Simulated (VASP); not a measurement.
# Ta (P6_3/mmc) in VASP: further runs, part 2 of 2

VASP 6.6.1. The steps go on from the part before.

### 3 Single point, PBEsol

This run uses another cell than the first one, of 18.82 Å³/atom, 1.020 times its volume.

INCAR reads:

```
SYSTEM = Ta
PREC = Accurate
ENCUT = 520
EDIFF = 1E-6
ISMEAR = 0
SIGMA = 0.1
LREAL = .FALSE.
LASPH = .TRUE.
NELM = 80
ALGO = Normal
ISIF = 2
LWAVE = .FALSE.
LCHARG = .FALSE.
GGA = PS
NBANDS = 18
```

KPOINTS reads:

```
Automatic mesh
0
G
  11 11 6
  0 0 0
```

POSCAR reads:

```
Ta
1.0
    2.9003720000      0.0000000000      0.0000000000
   -1.4501860000      2.5117960000      0.0000000000
    0.0000000000      0.0000000000      5.1662740000
Ta
2
Direct
    0.6666666667      0.3333333333      0.7500000000
    0.3333333333      0.6666666667      0.2500000000
```

Potentials or basis: VASP PAW PBE potentials, release 64 (Ta_pv).

On the command line:

```
$ cat potpaw_PBE.64/Ta_pv/POTCAR > POTCAR
$ mpirun -np 1 vasp_std > vasp.out
```

OUTCAR:

```text
SYSTEM = Ta
   PREC = Accurate
   ENCUT = 520
   EDIFF = 1E-6
   ISMEAR = 0
   LREAL = .FALSE.
   LASPH = .TRUE.
   NELM = 80
   ISIF = 2
   GGA = PS

 ion  position               nearest neighbor table
   1  0.667  0.333  0.750-   2 3.08   2 3.08   2 3.08   2 3.08   2 3.08   2 3.08
   2  0.333  0.667  0.250-   1 3.08   1 3.08   1 3.08   1 3.08   1 3.08   1 3.08

  LATTYP: Found a hexagonal cell.
 ALAT       =     2.9003720000
 C/A-ratio  =     1.7812453023

  Lattice vectors:

 A1 = (   2.9003720000,   0.0000000000,   0.0000000000)
 A2 = (  -1.4501860000,   2.5117960000,   0.0000000000)
[... 675 lines left out ...]
      5     -28.3124      2.00000
      6     -28.2351      2.00000
[... 10 lines left out ...]
     17      10.4861      0.00000
     18      12.3034      0.00000

 [... further k-points ...]
[... 5 lines left out ...]
  --------------------------------------------------------------------------------------
  -------------------------------------------------------------------------------------
  Total       -1.7211396     -1.7211398     -1.5739030      0.0000000      0.0000000     -0.0000000
  in kB      -73.2674661    -73.2674759    -66.9997302      0.0000000      0.0000000     -0.0000000
  external PRESSURE =     -71.1782241 kB  Pullay stress =       0.0000000 kB

 VOLUME and BASIS-vectors are now :
 -----------------------------------------------------------------------------
  energy-cutoff  :      520.00
  volume of cell :       37.64
      direct lattice vectors                 reciprocal lattice vectors
     2.900372000  0.000000000  0.000000000     0.344783359  0.199060752  0.000000000
    -1.450186000  2.511796000  0.000000000     0.000000000  0.398121503  0.000000000
     0.000000000  0.000000000  5.166274000     0.000000000  0.000000000  0.193563098

 POSITION                                       TOTAL-FORCE (eV/Angst)
 -----------------------------------------------------------------------------------
      1.45019      0.83727      3.87471         0.000000      0.000000      0.000000
     -0.00000      1.67453      1.29157        -0.000000     -0.000000      0.000000
 -----------------------------------------------------------------------------------
    total drift:                                0.000000     -0.000000      0.000000

  FREE ENERGIE OF THE ION-ELECTRON SYSTEM (eV)
  ---------------------------------------------------
  free  energy   TOTEN  =       -24.4987617069 eV

  energy  without entropy=      -24.4899940155  energy(sigma->0) =      -24.49437786
```

OSZICAR:

```text
N       E                     dE             d eps       ncg     rms          rms(c)
DAV:   1     0.167712858665E+03    0.16771E+03   -0.12767E+04  2312   0.125E+03
DAV:   2    -0.212931980884E+02   -0.18901E+03   -0.18580E+03  2820   0.355E+02
DAV:   3    -0.255068625051E+02   -0.42137E+01   -0.41663E+01  2758   0.495E+01
DAV:   4    -0.255382442437E+02   -0.31382E-01   -0.31350E-01  2634   0.448E+00
DAV:   5    -0.255384522007E+02   -0.20796E-03   -0.20795E-03  2574   0.360E-01    0.180E+01
DAV:   6    -0.247489443525E+02    0.78951E+00   -0.84642E-01  2552   0.783E+00    0.860E+00
DAV:   7    -0.245028410866E+02    0.24610E+00   -0.70008E-01  2616   0.672E+00    0.488E-01
DAV:   8    -0.244988063268E+02    0.40348E-02   -0.92726E-03  2524   0.862E-01    0.124E-01
DAV:   9    -0.244987681132E+02    0.38214E-04   -0.24929E-04  2702   0.121E-01    0.523E-02
DAV:  10    -0.244987632114E+02    0.49019E-05   -0.25151E-05  2780   0.335E-02    0.453E-03
DAV:  11    -0.244987621193E+02    0.10920E-05   -0.23377E-06  1968   0.106E-02    0.387E-03
DAV:  12    -0.244987617069E+02    0.41241E-06   -0.15646E-07  1204   0.376E-03
   1 F= -.24498762E+02 E0= -.24494378E+02  d E =-.876769E-02
```

It took 84 s on 1 thread of AMD EPYC 7R13, shared host; peak memory 0.15 GiB.

What came out:

| Property | Result |
| --- | --- |
| Free energy | -24.4988 eV |
| Pressure | -7.1 GPa |
| Band gap on the k mesh | zero (band 11 reaches 6.78 eV, above the bottom of band 12 at 4.65 eV) |

Levels at points of the mesh, in eV from the Fermi level:
| k point | band 8 | band 9 | band 10 | band 11 | band 12 | band 13 | band 14 | band 15 |
| --- | --- | --- | --- | --- | --- | --- | --- | --- |
| (0.00, 0.00, 0.00) | -4.90 | -0.56 | -0.10 | 0.60 | 0.60 | 1.16 | 1.16 | 2.95 |
| (0.00, 0.00, 0.50) | -6.35 | -1.17 | -1.17 | 0.65 | 0.65 | 0.65 | 0.65 | 4.39 |

Caveat: the PAW data sets were made with another functional, which shifts forces and pressure a little; spin-orbit coupling is left out, which moves the levels of the heavy elements.

### 4 Single point, PBEsol

This run uses another cell than the first one, of 19.19 Å³/atom, 1.041 times its volume.

INCAR reads:

```
ALGO = Normal ; EDIFF = 1E-7
ENCUT = 520 ; GGA = PS
ISIF = 2 ; ISMEAR = 0
LASPH = T ; LCHARG = F
LREAL = F ; LWAVE = F
NBANDS = 18 ; NELM = 60
PREC = Accurate ; SIGMA = 0.1
```

KPOINTS reads:

```
k-points
0
Gamma
  11 11 6
```

POSCAR reads:

```
Ta
1.0
    2.9195803214      0.0000000000      0.0000000000
   -1.4597901607      2.5284308954      0.0000000000
    0.0000000000      0.0000000000      5.2004887322
Ta
2
Direct
    0.6666666667      0.3333333333      0.7500000000
    0.3333333333      0.6666666667      0.2500000000
```

On the command line:

```
$ cat potpaw_PBE.64/Ta_pv/POTCAR > POTCAR
$ mpirun -np 1 vasp_std > vasp.out
```

Run time: 87 s. Hardware: 1 thread of AMD EPYC 7R13, shared host; peak memory 0.15 GiB.

It converged, with:

```
Free energy            : -24.4575 eV
Pressure               : -10.5 GPa
Band gap on the k mesh : zero (band 11 reaches 6.56 eV, above the bottom of band 12 at 4.52 eV)
```

Stress tensor (GPa, compression positive):
```
-10.83   0.00   0.00
  0.00 -10.83   0.00
  0.00   0.00  -9.82
```

Levels at points of the mesh, in eV from the Fermi level:
```csv
k point,band 8,band 9,band 10,band 11,band 12,band 13,band 14,band 15
"(0.00, 0.00, 0.00)",-4.83,-0.54,-0.15,0.60,0.60,1.14,1.14,2.89
"(0.00, 0.00, 0.50)",-6.30,-1.14,-1.14,0.65,0.65,0.65,0.65,4.28
```

Caveat: the PAW data sets were made with another functional, which shifts forces and pressure a little; spin-orbit coupling is left out, which moves the levels of the heavy elements.

### 5 Summary

```csv
cell,gap on the mesh (eV),pressure (GPa)
"a = 2.881, b = 2.881, c = 5.132 Å, angles 90.0, 90.0, 120.0°, 2 atoms",none,-3.4
"a = 2.900, b = 2.900, c = 5.166 Å, angles 90.0, 90.0, 120.0°, 2 atoms",none,-7.1
"a = 2.920, b = 2.920, c = 5.200 Å, angles 90.0, 90.0, 120.0°, 2 atoms",none,-10.5
```

Alike in all rows: task single point; level PBEsol; potentials or basis VASP PAW PBE potentials, release 64 (Ta_pv); no spin polarisation; k mesh 11 × 11 × 6; cutoff (eV) 520; smearing gaussian 0.1 eV.

Caveats: the PAW data sets were made with another functional, which shifts forces and pressure a little; spin-orbit coupling is left out, which moves the levels of the heavy elements.

Absolute energies hang on the potentials; compare differences alone.
